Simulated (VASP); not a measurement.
# AlN (P6_3mc) in VASP: a series of runs, part 3 of 3

VASP 6.6.1. Earlier steps stand in the parts before.

## 5. Relaxation of the atoms, PBE

This run uses another cell than the first one, of 10.70 Å³/atom.

INCAR reads:

```
SYSTEM = AlN
PREC = Accurate ; ENCUT = 520
EDIFF = 1E-6 ; ISMEAR = 0
SIGMA = 0.01 ; LREAL = .False.
LASPH = .True. ; NELM = 80
ALGO = Normal ; ISIF = 2
LWAVE = .False. ; LCHARG = .False.
GGA = PE ; IBRION = 2
NSW = 80 ; EDIFFG = -0.004
```

KPOINTS reads:

```
Automatic mesh
0
Gamma
  8 8 5
  0 0 0
```

POSCAR reads:

```
AlN
1.0
    3.1302760613      0.0000000000      0.0000000000
   -1.5651380307      2.7108985900      0.0000000000
    0.0000000000      0.0000000000      5.0428245990
Al N
2 2
Direct
    0.3333333333      0.6666666667      0.0002298648
    0.6666666667      0.3333333333      0.5002298648
    0.3333333333      0.6666666667      0.3817701352
    0.6666666667      0.3333333333      0.8817701352
```

Potentials or basis: VASP PAW PBE potentials, release 64 (Al, N).

Command:

```
$ cat potpaw_PBE.64/Al/POTCAR potpaw_PBE.64/N/POTCAR > POTCAR
$ mpirun -np 1 vasp_std > vasp.out
```

OUTCAR:

```text
SYSTEM = AlN
   PREC = Accurate
   ENCUT = 520
   EDIFF = 1E-6
   ISMEAR = 0
   LREAL = .False.
   LASPH = .True.
   NELM = 80
   ISIF = 2
   GGA = PE
   IBRION = 2
   NSW = 80
   EDIFFG = -0.004

 ion  position               nearest neighbor table
   1  0.333  0.667  0.000-   4 1.90   4 1.90   4 1.90   3 1.92   2 3.10   2 3.10   2 3.10   2 3.10
                             2 3.10   2 3.10
   2  0.667  0.333  0.500-   3 1.90   3 1.90   3 1.90   4 1.92   1 3.10   1 3.10   1 3.10   1 3.10
                             1 3.10   1 3.10
   3  0.333  0.667  0.382-   2 1.90   2 1.90   2 1.90   1 1.92
   4  0.667  0.333  0.882-   1 1.90   1 1.90   1 1.90   2 1.92

  LATTYP: Found a hexagonal cell.
 ALAT       =     3.1302760613
 C/A-ratio  =     1.6109839836

  Lattice vectors:

 A1 = (   3.1302760613,   0.0000000000,   0.0000000000)
 A2 = (  -1.5651380307,   2.7108985900,   0.0000000000)
[... 283 lines left out ...]
      5       5.0993      2.00000
      6       5.7272      2.00000
      7       5.7272      2.00000
      8       5.8878      2.00000
      9       9.9114      0.00000
     10      12.4265      0.00000
     11      16.2988      0.00000
     12      16.9545      0.00000
[... 331 lines left out ...]
 k-point    24 :       0.3750    0.0000    0.4000
  band No.  band energies     occupation
      1      -7.2949      2.00000
      2      -6.9391      2.00000
      3       0.7688      2.00000
      4       1.1505      2.00000
      5       3.9034      2.00000
      6       4.4216      2.00000
      7       4.8133      2.00000
      8       4.8140      2.00000
      9      11.2076      0.00000
     10      11.8332      0.00000
     11      14.8999      0.00000
     12      15.6135      0.00000

 [... further k-points ...]

------------------------ aborting loop because EDIFF is reached ----------------------------------------

  FORCE on cell =-STRESS in cart. coord.  units (eV):
  Direction    XX          YY          ZZ          XY          YZ          ZX
  --------------------------------------------------------------------------------------
  -------------------------------------------------------------------------------------
  Total       -0.2045038     -0.2045038     -0.5281256      0.0000000     -0.0000000      0.0000000
  in kB       -7.6567108     -7.6567108    -19.7732493      0.0000000     -0.0000000      0.0000000
  external PRESSURE =     -11.6955570 kB  Pullay stress =       0.0000000 kB
[... 19 lines left out ...]
  FREE ENERGIE OF THE ION-ELECTRON SYSTEM (eV)
  ---------------------------------------------------
  free  energy   TOTEN  =       -29.7790724646 eV

  energy  without entropy=      -29.7790724646  energy(sigma->0) =      -29.77907246

 reached required accuracy - stopping structural energy minimisation
```

OSZICAR:

```text
N       E                     dE             d eps       ncg     rms          rms(c)
DAV:   1     0.524745913065E+02    0.52475E+02   -0.76024E+03   720   0.119E+03
DAV:   2    -0.303320929260E+02   -0.82807E+02   -0.76496E+02  1072   0.218E+02
DAV:   3    -0.344014000702E+02   -0.40693E+01   -0.40495E+01   952   0.539E+01
DAV:   4    -0.344375799690E+02   -0.36180E-01   -0.36172E-01   820   0.586E+00
[... 16 lines left out ...]
   2 F= -.29779069E+02 E0= -.29779069E+02  d E =-.233936E-03
       N       E                     dE             d eps       ncg     rms          rms(c)
DAV:   1    -0.297790723652E+02   -0.38941E-05   -0.76683E-04   720   0.254E-01    0.445E-03
DAV:   2    -0.297790728732E+02   -0.50804E-06   -0.11242E-05   836   0.295E-02    0.326E-03
DAV:   3    -0.297790724646E+02    0.40867E-06   -0.42391E-07   364   0.796E-03
   3 F= -.29779072E+02 E0= -.29779072E+02  d E =-.237859E-03
```

CONTCAR:

```text
AlN
   1.00000000000000
     3.1302760613000000    0.0000000000000000    0.0000000000000000
    -1.5651380307000000    2.7108985900000002    0.0000000000000000
     0.0000000000000000    0.0000000000000000    5.0428245990000002
  Al              N
     2     2
Direct
     0.3333333332999970    0.6666666667000030    0.0006755749022206
     0.6666666667000030    0.3333333332999970    0.5006755749022207
     0.3333333332999970    0.6666666667000030    0.3813244250977773
     0.6666666667000030    0.3333333332999970    0.8813244250977772

  0.00000000E+00  0.00000000E+00  0.00000000E+00
  0.00000000E+00  0.00000000E+00  0.00000000E+00
  0.00000000E+00  0.00000000E+00  0.00000000E+00
  0.00000000E+00  0.00000000E+00  0.00000000E+00
```

Wall time 17 s (1 thread of Intel Xeon Platinum 8259CL at 2.50GHz (Skylake/Cascade Lake), shared host); peak memory 0.15 GiB.

What came out:

```
Free energy               : -29.7791 eV
Energy gained by relaxing : 0.1 meV/atom
Ionic steps               : 3
Pressure after relaxing   : -1.2 GPa
Band gap on the k mesh    : 4.02 eV
```

Stress tensor (GPa, compression positive):
```
-0.77  0.00  0.00
 0.00 -0.77  0.00
 0.00  0.00 -1.98
```

Step by step:
```csv
step,energy change (eV),largest force (eV/Å),pressure (GPa)
1,0.0000,0.0527,-1.16
2,-0.0002,0.0069,-1.17
3,-0.0002,0.0000,-1.17
```

Final structure:
```
CELL_PARAMETERS angstrom
3.13028 0.00000 0.00000
-1.56514 2.71090 0.00000
0.00000 0.00000 5.04282
ATOMIC_POSITIONS crystal
Al 0.33333 0.66667 0.00068
Al 0.66667 0.33333 0.50068
N 0.33333 0.66667 0.38132
N 0.66667 0.33333 0.88132
```

Levels at points of the mesh, in eV from the valence-band top:
```
           k point  band 5  band 6  band 7  band 8  band 9  band 10  band 11  band 12
(0.00, 0.00, 0.00)   -0.79   -0.16   -0.16    0.00    4.02     6.54    10.41    11.07
(0.50, 0.00, 0.00)   -3.26   -1.99   -1.72   -0.65    5.74     5.79     8.01    10.13
```

## 6. Relaxation of the atoms, PBE

This run uses another cell than the first one, of 10.75 Å³/atom.

INCAR reads:

```
ALGO     = Normal         # electronic algorithm
EDIFF    = 1E-6           # SCF threshold, eV
EDIFFG   = -0.004         # ionic threshold
ENCUT    = 520            # plane-wave cutoff, eV
GGA      = PE             # functional
IBRION   = 2              # ionic algorithm
ISIF     = 2              # what is computed and relaxed
ISMEAR   = 0              # smearing method
LASPH    = True           # aspherical terms in the spheres
LCHARG   = False          # write CHGCAR
LREAL    = False          # projectors in reciprocal space
LWAVE    = False          # write WAVECAR
NELM     = 60             # most SCF steps
NSW      = 80             # ionic steps
PREC     = Accurate       # precision mode
SIGMA    = 0.01           # smearing width, eV
```

KPOINTS reads:

```
k-points
0
Gamma
  8 8 5
```

POSCAR reads:

```
AlN
1.0
    3.1459274416      0.0000000000      0.0000000000
   -1.5729637208      2.7244530829      0.0000000000
    0.0000000000      0.0000000000      5.0177359194
Al N
2 2
Direct
    0.3333333333      0.6666666667      0.0002298648
    0.6666666667      0.3333333333      0.5002298648
    0.3333333333      0.6666666667      0.3817701352
    0.6666666667      0.3333333333      0.8817701352
```

Potentials or basis: VASP PAW PBE potentials, release 64 (Al, N).

Command:

```
$ cat potpaw_PBE.64/Al/POTCAR potpaw_PBE.64/N/POTCAR > POTCAR
$ mpirun -np 1 vasp_std > vasp.out
```

It took 17 s on 1 thread of Intel Xeon Platinum 8259CL at 2.50GHz (Skylake/Cascade Lake), shared host; peak memory 0.16 GiB.

It converged, with:

```
Free energy               : -29.7766 eV
Energy gained by relaxing : 0.1 meV/atom
Ionic steps               : 3
Pressure after relaxing   : -2.2 GPa
Band gap on the k mesh    : 3.93 eV
```

Stress tensor (GPa, compression positive):
```
-2.74  0.00  0.00
 0.00 -2.74  0.00
 0.00  0.00 -1.16
```

Step by step:
```csv
step,energy change (eV),largest force (eV/Å),pressure (GPa)
1,0.0000,0.0486,-2.18
2,-0.0002,0.0068,-2.22
3,-0.0002,0.0001,-2.21
```

Final structure:
```cif
data_structure
_symmetry_space_group_name_H-M 'P 1'
_symmetry_Int_Tables_number 1
_cell_length_a 3.1459
_cell_length_b 3.1459
_cell_length_c 5.0177
_cell_angle_alpha 90.000
_cell_angle_beta 90.000
_cell_angle_gamma 120.000
_cell_volume 43.01
loop_
_atom_site_label
_atom_site_type_symbol
_atom_site_fract_x
_atom_site_fract_y
_atom_site_fract_z
_atom_site_occupancy
Al1 Al 0.33333 0.66667 0.99982 1
Al2 Al 0.66667 0.33333 0.49982 1
N1 N 0.33333 0.66667 0.38218 1
N2 N 0.66667 0.33333 0.88218 1
```

Levels at points of the mesh, in eV from the valence-band top:
| k point | band 6 | band 7 | band 8 | band 9 | band 10 | band 11 |
| --- | --- | --- | --- | --- | --- | --- |
| (0.00, 0.00, 0.00) | -0.24 | -0.24 | 0.00 | 3.93 | 6.35 | 10.38 |
| (0.50, 0.00, 0.00) | -2.09 | -1.75 | -0.71 | 5.67 | 5.75 | 7.91 |

## 7. Overview

```tsv
cell	gap on the mesh (eV)	pressure (GPa)
atoms relaxed from a = 3.115, b = 3.115, c = 5.018 Å, angles 90.0, 90.0, 120.0°, 4 atoms	4.15	1.8
atoms relaxed from a = 3.130, b = 3.130, c = 4.993 Å, angles 90.0, 90.0, 120.0°, 4 atoms	4.06	0.7
atoms relaxed from a = 3.130, b = 3.130, c = 5.018 Å, angles 90.0, 90.0, 120.0°, 4 atoms	4.04	-0.2
atoms relaxed from a = 3.130, b = 3.130, c = 5.043 Å, angles 90.0, 90.0, 120.0°, 4 atoms	4.02	-1.2
atoms relaxed from a = 3.146, b = 3.146, c = 5.018 Å, angles 90.0, 90.0, 120.0°, 4 atoms	3.93	-2.2
```

Alike in all rows: task relaxation of the atoms; level PBE; potentials or basis VASP PAW PBE potentials, release 64 (Al, N); no spin polarisation; k mesh 8 × 8 × 5; cutoff (eV) 520; smearing gaussian 0.01 eV.

Caveats: the relaxation stopped at its first step, so nothing moved (at least some runs).

Total energies depend on the potentials used, so only differences within one code and one set of settings carry meaning.
